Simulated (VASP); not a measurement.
# SiO2 (I4_122) in VASP: notebook, part 2 of 2

VASP 6.6.1.

## Step 4: Single point, PBE

This run uses another cell than the first one, of 16.78 Å³/atom, 1.103 times its volume.

File INCAR:

```
SYSTEM = SiO2
PREC = Accurate
ENCUT = 520
EDIFF = 1E-6
ISMEAR = 0
SIGMA = 0.1
LREAL = .FALSE.
LASPH = .TRUE.
NELM = 100
ALGO = Normal
ISIF = 2
LWAVE = .FALSE.
LCHARG = .FALSE.
GGA = PE
NBANDS = 44
```

File KPOINTS:

```
Automatic mesh
0
G
  4 4 4
  0 0 0
```

File POSCAR:

```
SiO2
1.0
   -2.9335185700      2.9335185700      5.8509260800
    2.9335185700     -2.9335185700      5.8509260800
    2.9335185700      2.9335185700     -5.8509260800
Si O
4 8
Direct
    0.3750000000      0.9863820100      0.1113820100
    0.7363820100      0.1250000000      0.1113820100
    0.0136179900      0.6250000000      0.8886179900
    0.8750000000      0.2636179900      0.8886179900
    0.5978736900      0.0978736900      0.1957473800
    0.1521263100      0.8478736900      0.0000000000
    0.1051568900      0.1051568900      0.0000000000
    0.6448431100      0.1448431100      0.5000000000
    0.8948431100      0.8948431100      0.0000000000
    0.8551568900      0.3551568900      0.5000000000
    0.8478736900      0.1521263100      0.0000000000
    0.9021263100      0.4021263100      0.8042526200
```

Potentials or basis: VASP PAW PBE potentials, release 64 (Si, O).

Run with:

```bash
> cat potpaw_PBE.64/Si/POTCAR potpaw_PBE.64/O/POTCAR > POTCAR
> mpirun -np 1 vasp_std > vasp.out
```

OUTCAR:

```text
SYSTEM = SiO2
   PREC = Accurate
   ENCUT = 520
   EDIFF = 1E-6
   ISMEAR = 0
   LREAL = .FALSE.
   LASPH = .TRUE.
   NELM = 100
   ISIF = 2
   GGA = PE

 ion  position               nearest neighbor table
   1  0.375  0.986  0.111-   6 1.57   5 1.57   7 1.69   8 1.69   3 3.07   2 3.07
   2  0.736  0.125  0.111-   5 1.57  11 1.57  10 1.69   9 1.69   1 3.07   4 3.07
   3  0.014  0.625  0.889-   6 1.57  12 1.57  10 1.69   9 1.69   1 3.07   4 3.07
   4  0.875  0.264  0.889-  12 1.57  11 1.57   7 1.69   8 1.69   3 3.07   2 3.07
   5  0.598  0.098  0.196-   1 1.57   2 1.57   8 1.76  10 1.76
   6  0.152  0.848  0.000-   1 1.57   3 1.57   7 1.76   9 1.76
   7  0.105  0.105  0.000-   1 1.69   4 1.69   6 1.76  11 1.76
   8  0.645  0.145  0.500-   1 1.69   4 1.69   5 1.76  12 1.76
   9  0.895  0.895  0.000-   2 1.69   3 1.69   6 1.76  11 1.76
  10  0.855  0.355  0.500-   2 1.69   3 1.69  12 1.76   5 1.76
  11  0.848  0.152  0.000-   2 1.57   4 1.57   7 1.76   9 1.76
  12  0.902  0.402  0.804-   3 1.57   4 1.57  10 1.76   8 1.76

  LATTYP: Found a body centered tetragonal cell.
 ALAT       =     5.8670371400
 C/A-ratio  =     1.9945079400

  Lattice vectors:

 A1 = (  -2.9335185700,   2.9335185700,   5.8509260800)
 A2 = (   2.9335185700,  -2.9335185700,   5.8509260800)
 A3 = (   2.9335185700,   2.9335185700,  -5.8509260800)

Analysis of symmetry for initial positions (statically):
=====================================================================
 Subroutine PRICEL returns:
 Original cell was already a primitive cell.

 Routine SETGRP: Setting up the symmetry group for a
 body centered tetragonal supercell.

 Subroutine GETGRP returns: Found  8 space group operations
 (whereof  4 operations were pure point group operations)
 out of a pool of 16 trial point group operations.

The static configuration has the point symmetry D_2 .
 The point group associated with its full space group is D_4 .

Analysis of symmetry for dynamics (positions and initial velocities):
[... 151 lines left out ...]
 non-spin polarized calculation
 Gauss-broadening in eV      SIGMA  =   0.10
  energy-cutoff  :      520.00
  volume of cell :      201.40
 maximum number of plane-waves:      5452
 NGX is ok and might be reduce to    54
   NGX = 27   NGY = 27   NGZ = 27

 number of electron      64.0000013 magnetization

 Free energy of the ion-electron system (eV)
  ---------------------------------------------------
  ext. energy  EPLUGINS =         0.00000000
  ---------------------------------------------------
  free energy    TOTEN  =       -65.71146448 eV

  energy without entropy =      -65.71146448  energy(sigma->0) =      -65.71146448

 E-fermi :   2.8322     XC(G=0):  -7.5604

 val. band max:        2.3838230188   @ k =   0.5000   0.5000   0.2500
 cond. band min:       3.2783737561   @ k =   0.0000   0.0000   0.0000
 fundamental gap:      0.8945507372
 Fermi energy:         2.8322199408

 k-point     1 :       0.0000    0.0000    0.0000
  band No.  band energies     occupation
      1     -21.8147      2.00000
      2     -20.9891      2.00000
      3     -19.6590      2.00000
      4     -19.6590      2.00000
      5     -18.3200      2.00000
      6     -17.5263      2.00000
[... 600 lines left out ...]
     43       9.3470      0.00000
     44       9.3714      0.00000

------------------------ aborting loop because EDIFF is reached ----------------------------------------

  FORCE on cell =-STRESS in cart. coord.  units (eV):
  Direction    XX          YY          ZZ          XY          YZ          ZX
  --------------------------------------------------------------------------------------
  -------------------------------------------------------------------------------------
  Total       23.5372906     23.5372906     88.1183503     -0.0000000      0.0000000      0.0000000
  in kB      187.2426439    187.2426439    700.9945705     -0.0000000      0.0000000      0.0000000
  external PRESSURE =     358.4932861 kB  Pullay stress =       0.0000000 kB

 VOLUME and BASIS-vectors are now :
 -----------------------------------------------------------------------------
  energy-cutoff  :      520.00
  volume of cell :      201.40
      direct lattice vectors                 reciprocal lattice vectors
    -2.933518570  2.933518570  5.850926080     0.000000000  0.170443782  0.085456557
     2.933518570 -2.933518570  5.850926080     0.170443782  0.000000000  0.085456557
     2.933518570  2.933518570 -5.850926080     0.170443782  0.170443782  0.000000000

 POSITION                                       TOTAL-FORCE (eV/Angst)
 -----------------------------------------------------------------------------------
      2.12024     -1.46676      7.31366         2.586319      0.000000     -0.000000
     -1.46676      2.12024      4.38819        -0.000000      2.586319     -0.000000
      4.40028      0.81328     -1.46273        -0.000000     -2.586319     -0.000000
      0.81328      4.40028      1.46273        -2.586319      0.000000     -0.000000
     -0.89253      2.04099      2.92546        -8.740870     -8.740870     -0.000000
      2.04099     -2.04099      5.85093        -8.740870      8.740870     -0.000000
      0.00000      0.00000      1.23053        -0.000000      0.000000     12.432667
      0.00000      2.93352      1.69493        -0.000000      0.000000    -12.432667
      0.00000      0.00000     10.47132        -0.000000      0.000000    -12.432667
      0.00000      2.93352      4.15599        -0.000000      0.000000     12.432667
     -2.04099      2.04099      5.85093         8.740870     -8.740870     -0.000000
      0.89253      3.82605      2.92546         8.740870      8.740870     -0.000000
 -----------------------------------------------------------------------------------
    total drift:                                0.000000     -0.000000      0.000000

  FREE ENERGIE OF THE ION-ELECTRON SYSTEM (eV)
  ---------------------------------------------------
  free  energy   TOTEN  =       -65.7114644809 eV

  energy  without entropy=      -65.7114644809  energy(sigma->0) =      -65.71146448
```

OSZICAR:

```text
N       E                     dE             d eps       ncg     rms          rms(c)
DAV:   1     0.486977262143E+03    0.48698E+03   -0.31787E+04  1144   0.130E+03
DAV:   2    -0.328312810467E+02   -0.51981E+03   -0.48392E+03  1508   0.308E+02
DAV:   3    -0.830201994985E+02   -0.50189E+02   -0.49460E+02  1344   0.102E+02
DAV:   4    -0.839671558743E+02   -0.94696E+00   -0.94426E+00  1464   0.147E+01
DAV:   5    -0.839841883222E+02   -0.17032E-01   -0.17026E-01  1404   0.185E+00    0.319E+01
DAV:   6    -0.663458922892E+02    0.17638E+02   -0.70801E+01  1264   0.399E+01    0.163E+01
DAV:   7    -0.658962901106E+02    0.44960E+00   -0.47690E+00  1292   0.107E+01    0.614E+00
DAV:   8    -0.657232375187E+02    0.17305E+00   -0.29847E-01  1404   0.278E+00    0.231E+00
DAV:   9    -0.657031381781E+02    0.20099E-01   -0.62311E-02  1408   0.127E+00    0.425E-01
DAV:  10    -0.657088896638E+02   -0.57515E-02   -0.55701E-03  1264   0.389E-01    0.186E-01
DAV:  11    -0.657110485079E+02   -0.21588E-02   -0.20766E-03  1288   0.201E-01    0.574E-02
DAV:  12    -0.657113719080E+02   -0.32340E-03   -0.22351E-04  1416   0.747E-02    0.209E-02
DAV:  13    -0.657114590922E+02   -0.87184E-04   -0.12172E-04  1244   0.503E-02    0.118E-02
DAV:  14    -0.657114631367E+02   -0.40444E-05   -0.73075E-06  1420   0.148E-02    0.554E-03
DAV:  15    -0.657114643005E+02   -0.11638E-05   -0.11641E-06   936   0.615E-03    0.270E-03
DAV:  16    -0.657114644809E+02   -0.18044E-06   -0.56097E-07   936   0.454E-03
   1 F= -.65711464E+02 E0= -.65711464E+02  d E =-.120889E-10
```

stdout:

```text
POSCAR found type information on POSCAR SiO
 POSCAR found :  2 types and      12 ions
 scaLAPACK will be used
 LDA part: xc-table for (Slater+PW92), standard interpolation
 POSCAR, INCAR and KPOINTS ok, starting setup
 FFT: planning ... GRIDC
 FFT: planning ... GRID_SOFT
 FFT: planning ... GRID
 WAVECAR not read
 entering main loop
```

Run time: 2.9 min. Hardware: 1 thread of Intel Xeon Platinum 8259CL at 2.50GHz (Skylake/Cascade Lake), shared host; peak memory 0.4 GiB.

Results:

| Property | Result |
| --- | --- |
| Free energy | -65.7115 eV |
| Pressure | 35.8 GPa |
| Largest force | 12.433 eV/Å |
| Band gap on the k mesh | 0.89 eV, indirect (least direct gap 1.36 eV) |

Forces in eV/Å, atoms in the order of the input:
```
Si    2.586   0.000   0.000
Si    0.000   2.586   0.000
Si    0.000  -2.586   0.000
Si   -2.586   0.000   0.000
O    -8.741  -8.741   0.000
O    -8.741   8.741   0.000
O     0.000   0.000  12.433
O     0.000   0.000 -12.433
O     0.000   0.000 -12.433
O     0.000   0.000  12.433
O     8.741  -8.741   0.000
O     8.741   8.741   0.000
```

Stress tensor (GPa, compression positive):
```
18.72  0.00  0.00
 0.00 18.72  0.00
 0.00  0.00 70.10
```

Caveat: forces of over 1 eV/Å act on the atoms, so gaps and moduli don't describe the material at rest. A k mesh can miss the band edges.

## Step 5: The runs side by side

```tsv
cell	gap on the mesh (eV)	pressure (GPa)	largest force (eV/Å)
a = 5.682, b = 5.682, c = 6.937 Å, angles 114.2, 114.2, 90.0°, 12 atoms	4.84	0.1	0.02
a = 6.946 Å, angles 131.6, 131.6, 70.8°, 12 atoms	4.84	-0.2	0.02
a = 7.172 Å, angles 131.7, 131.7, 70.7°, 12 atoms	0.89	35.8	12.43
```

Alike in all rows: task single point; level PBE; potentials or basis VASP PAW PBE potentials, release 64 (Si, O); no spin polarisation; k mesh 4 × 4 × 4; cutoff (eV) 520; smearing gaussian 0.1 eV.

Caveats: forces of over 1 eV/Å act on the atoms, so gaps and moduli don't describe the material at rest (some runs).

Absolute energies hang on the potentials; compare differences alone.
